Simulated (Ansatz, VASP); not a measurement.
## One calculation of InP, two programs

Contents of INCAR:

```
SYSTEM = InP
PREC = Accurate
ENCUT = 520
EDIFF = 1E-7
ISMEAR = 0
SIGMA = 0.05
LREAL = .FALSE.
LASPH = .TRUE.
NELM = 150
ALGO = Normal
ISIF = 2
LWAVE = .FALSE.
LCHARG = .FALSE.
LNONCOLLINEAR = .TRUE.
MAGMOM = 0 0 0 0 0 0
LORBIT = 11
LSORBIT = .TRUE.
GGA_COMPAT = .FALSE.
LORBMOM = .TRUE.
GGA = PE
NBANDS = 30
```

KPOINTS

```
Automatic mesh
0
G
  8 8 8
  0 0 0
```

The input POSCAR:

```
InP
1.0
    0.0000000000      2.9305005221      2.9305005221
    2.9305005221      0.0000000000      2.9305005221
    2.9305005221      2.9305005221      0.0000000000
In P
1 1
Direct
    0.0000000000      0.0000000000      0.0000000000
    0.7500000000      0.7500000000      0.7500000000
```

Input for Ansatz:

```yaml
crystal:
  lattice:
    - [0.0, 2.9305005221, 2.9305005221]
    - [2.9305005221, 0.0, 2.9305005221]
    - [2.9305005221, 2.9305005221, 0.0]
  atoms:
    - { symbol: In, position: [0.0, 0.0, 0.0] }
    - { symbol: P, position: [0.75, 0.75, 0.75] }
basis:
  ecutwfc: 420
  ecutrho_ratio: 4
kpoints:
  mp_grid: { grid: [8, 8, 8] }
  band_path:
    path:
      - [[0.0, 0.0, 0.0], [-0.5, -0.5, 0.0], [-0.375, -0.375, 0.25]]
      - [[-0.375, 0.0, 0.375], [0.0, 0.0, 0.0], [0.0, 0.0, 0.5], [-0.5, -0.25, 0.25], [-0.5, -0.5, 0.0]]
    npoints: 10
hamiltonian:
  xc: pbe
scf:
  occupations: { method: gaussian, width: 0.05 }
output:
  forces: true
  stress: true
  eigenvalues: true
  populations: true
  eigenstates:
    nscf_kmesh: { grid: [16, 16, 16] }
    de_dk: true
    e_range: [-2.5, 3.215791560347]
  write_density: true
  write_potential: true
  elf: true
  volumetric_format: npy
magnetization:
  noncollinear: true
  spin_orbit: true
```

Alike in both runs: task single point; functional PBE; k mesh 8 × 8 × 8; occupations gaussian, width 0.05 eV; non-collinear spin, spin-orbit coupling.

```csv
,VASP,Ansatz
version,VASP 6.6.1,Ansatz 0.2.0
potentials or method,"VASP PAW PBE potentials, release 64 (In_d, P), cutoff 520 eV","plane waves, PAW"
valence electrons in the cell,18,18
```

```tsv
	VASP	Ansatz	Ansatz less VASP
pressure (GPa)	3.2	3.3	+0.03
net moment per atom (μB)	0.00	0.00	0.000
```
